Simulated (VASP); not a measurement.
# C in VASP: a series of runs, part 2 of 2

VASP 6.6.1. The steps go on from the part before.

### Step 5. Single point, r2SCAN (in-plane strain -0.02)

POSCAR

```
C
1.0
    1.7445379806      1.7445379806      0.0000000000
   -1.7445379806      1.7445379806      0.0000000000
    0.0000000000      1.7445379806      1.8015024861
C
2
Direct
    0.5000000000      0.5000000000      0.0000000000
    0.7500000000      0.2500000000      0.5000000000
```

INCAR.step1

```
  PREC = Accurate
  ENCUT = 520
  ISMEAR = 0
  SIGMA = 0.01
  LREAL = False
  LASPH = True
  NELM = 100
  NBANDS = 11
  GGA = PE
  ALGO = Normal
  EDIFF = 1E-4
  LWAVE = True
  LCHARG = False
```

INCAR.step2

```
  PREC = Accurate
  ENCUT = 520
  EDIFF = 1E-6
  ISMEAR = 0
  SIGMA = 0.01
  LREAL = False
  LASPH = True
  NELM = 100
  ALGO = Normal
  ISIF = 2
  LWAVE = False
  LCHARG = True
  METAGGA = R2SCAN
  LMIXTAU = True
  LELF = True
  LVHAR = True
  NBANDS = 11
  ISTART = 1
```

KPOINTS

```
regular mesh
0
Gamma
  12 12 12
```

Potentials or basis: VASP PAW PBE potentials, release 64 (C).

Run with:

```
cat potpaw_PBE.64/C/POTCAR > POTCAR
cp INCAR.step1 INCAR
mpirun -np 1 vasp_std > vasp.out
cp INCAR.step2 INCAR
mpirun -np 1 vasp_std > vasp.out
```

OUTCAR:

```text
PREC = Accurate
   ENCUT = 520
   EDIFF = 1E-6
   ISMEAR = 0
   LREAL = False
   LASPH = True
   NELM = 100
   ISIF = 2
   METAGGA = R2SCAN
   ISTART = 1

 ion  position               nearest neighbor table
   1  0.500  0.500  0.000-   2 1.53   2 1.53   2 1.53   2 1.53
   2  0.750  0.250  0.500-   1 1.53   1 1.53   1 1.53   1 1.53

  LATTYP: Found a body centered tetragonal cell.
 ALAT       =     2.4671492722
 C/A-ratio  =     1.4603919644

  Lattice vectors:

 A1 = (   1.7445379806,   0.0000000000,  -1.8015024861)
 A2 = (  -1.7445379806,   0.0000000000,  -1.8015024861)
 A3 = (   0.0000000000,   1.7445379806,   1.8015024861)

Analysis of symmetry for initial positions (statically):
=====================================================================
 Subroutine PRICEL returns:
 Original cell was already a primitive cell.

 Routine SETGRP: Setting up the symmetry group for a
 body centered tetragonal supercell.

 Subroutine GETGRP returns: Found 16 space group operations
 (whereof  8 operations were pure point group operations)
 out of a pool of 16 trial point group operations.

The static configuration has the point symmetry D_2d.
[... 175 lines left out ...]
      4      10.3931      2.00000
      5      16.0080      0.00000
      6      16.0080      0.00000
      7      16.4449      0.00000
      8      24.8334      0.00000
      9      31.0941      0.00000
     10      36.9596      0.00000
     11      38.2888      0.00000
[... 309 lines left out ...]
 k-point    24 :      -0.4167    0.1667   -0.0000
  band No.  band energies     occupation
      1      -8.4408      2.00000
      2      -0.4380      2.00000
      3       5.5109      2.00000
      4       5.8616      2.00000
      5      17.1346      0.00000
      6      21.6262      0.00000
      7      22.7927      0.00000
      8      23.7038      0.00000
      9      33.0912      0.00000
     10      34.7094      0.00000
     11      39.3355      0.00000

 [... further k-points ...]

------------------------ aborting loop because EDIFF is reached ----------------------------------------

  FORCE on cell =-STRESS in cart. coord.  units (eV):
  Direction    XX          YY          ZZ          XY          YZ          ZX
  --------------------------------------------------------------------------------------
  -------------------------------------------------------------------------------------
  Total        1.7868125      1.7868125     -0.5348400      0.0000000      0.0000000     -0.0000000
  in kB      261.0741281    261.0741281    -78.1463560      0.0000000      0.0000000     -0.0000000
  external PRESSURE =     148.0006334 kB  Pullay stress =       0.0000000 kB

 VOLUME and BASIS-vectors are now :
 -----------------------------------------------------------------------------
  energy-cutoff  :      520.00
  volume of cell :       10.97
      direct lattice vectors                 reciprocal lattice vectors
     1.744537981  1.744537981  0.000000000     0.286608836  0.286608836 -0.277546106
    -1.744537981  1.744537981  0.000000000    -0.286608836  0.286608836 -0.277546106
     0.000000000  1.744537981  1.801502486     0.000000000  0.000000000  0.555092212

 POSITION                                       TOTAL-FORCE (eV/Angst)
 -----------------------------------------------------------------------------------
      0.00000      1.74454      0.00000        -0.000000      0.000000      0.000000
      0.87227      2.61681      0.90075         0.000000     -0.000000      0.000000
 -----------------------------------------------------------------------------------
    total drift:                                0.000000     -0.000000      0.000000

  FREE ENERGIE OF THE ION-ELECTRON SYSTEM (eV)
  ---------------------------------------------------
  free  energy   TOTEN  =       -19.6165678599 eV

  energy  without entropy=      -19.6165678599  energy(sigma->0) =      -19.61656786
```

It took 63 s on 1 thread of Intel Xeon 8259CL, shared host; peak memory 0.13 GiB.

Results:

```yaml
Free_energy: -19.6166 eV
Pressure: 14.8 GPa
Band_gap_on_the_k_mesh: 3.99 eV (least direct gap 5.61 eV)
```

Levels at points of the mesh, in eV from the valence-band top:
```tsv
k point	band 1	band 2	band 3	band 4	band 5	band 6	band 7	band 8	band 9
(0.00, 0.00, 0.00)	-23.35	-0.54	0.00	0.00	5.61	5.61	6.05	14.44	20.70
(0.50, 0.00, 0.00)	-17.20	-14.61	-3.57	-2.93	8.31	8.99	9.81	16.86	23.52
(0.50, 0.50, 0.00)	-13.84	-13.84	-7.21	-7.21	4.63	4.63	18.24	18.24	25.22
(0.00, 0.00, 0.50)	-14.36	-14.36	-6.71	-6.71	5.44	5.44	18.11	18.11	24.77
```

Caveat: the cell differs from its parent crystal (in-plane strain -0.02); the cell stands under pressure; the PAW data sets were made with another functional, which shifts forces and pressure a little.

### Step 6. The runs side by side

```tsv
cell	k mesh	smearing	gap on the mesh (eV)	pressure (GPa)
a = 2.517 Å, angles 60.0, 60.0, 90.0°, 2 atoms	12 × 12 × 12	gaussian 0.01 eV	4.36	1.1
a = 2.517 Å, angles 60.0, 60.0, 90.0°, 2 atoms	16 × 16 × 16	fermi-dirac 0.1 eV	4.34	1.1
a = 2.467, b = 2.467, c = 2.498 Å, angles 60.4, 60.4, 90.0°, 2 atoms	12 × 12 × 12	gaussian 0.01 eV	4.10	18.6
a = 2.467, b = 2.467, c = 2.508 Å, angles 60.5, 60.5, 90.0°, 2 atoms	12 × 12 × 12	gaussian 0.01 eV	3.99	14.8
```

Alike in all rows: task single point; level r2SCAN; potentials or basis VASP PAW PBE potentials, release 64 (C); no spin polarisation; cutoff (eV) 520.

Caveats: the PAW data sets were made with another functional, which shifts forces and pressure a little; the cell stands under pressure (at least some runs).

Absolute energies hang on the potentials; compare differences alone.
